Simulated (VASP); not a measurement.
The system is FePt.

```
Fe Pt
1.0
     2.70157    0.00000    0.00000
    -1.35079    2.33963    0.00000
     0.00000    0.00000    4.33995
Fe Pt
1 1
Direct
  0.66667 0.33333 0.50000
  0.33333 0.66667 0.00000
```

```yaml
Program: VASP 6.6.1
Task: relaxation of cell and atoms
Functional: PBE
Potentials_or_basis: VASP PAW PBE potentials, release 64 (Fe, Pt)
Cutoff: 600 eV
k_mesh: 6 × 6 × 4
Occupations: gaussian, width 0.1 eV
Spin: collinear spin, ferromagnetic start
Starting_moments: "[4.0, 0.0] μB"
```

At the start: pressure 4.9 GPa; volume 13.72 Å³/atom.

Q: How do energy, volume and symmetry change on relaxing?

A: Over 5 steps the energy falls by 5.3 meV/atom and the volume is 14.03 Å³/atom (+2.3 %); space group P-6m2 (No. 187, to 0.1 Å) before and after; moment 3.13 μB per cell.

Step by step:
| step | energy change (eV) | largest force (eV/Å) | pressure (GPa) | volume (Å³) |
| --- | --- | --- | --- | --- |
| 1 | 0.0000 | 0.0000 | 4.87 | 27.43 |
| 2 | 0.0127 | 0.0000 | -6.84 | 29.12 |
| 3 | -0.0100 | 0.0000 | -0.16 | 28.09 |
| 4 | -0.0100 | 0.0000 | -0.07 | 28.08 |
| 5 | -0.0106 | 0.0000 | 0.05 | 28.07 |

Final structure:
```cif
data_structure
_symmetry_space_group_name_H-M 'P 1'
_symmetry_Int_Tables_number 1
_cell_length_a 2.7143
_cell_length_b 2.7143
_cell_length_c 4.3992
_cell_angle_alpha 90.000
_cell_angle_beta 90.000
_cell_angle_gamma 120.000
_cell_volume 28.07
loop_
_atom_site_label
_atom_site_type_symbol
_atom_site_fract_x
_atom_site_fract_y
_atom_site_fract_z
_atom_site_occupancy
Fe1 Fe 0.66667 0.33333 0.50000 1
Pt1 Pt 0.33333 0.66667 0.00000 1
```

Caveat: the k points lie up to 0.45 Å⁻¹ apart in the final cell.
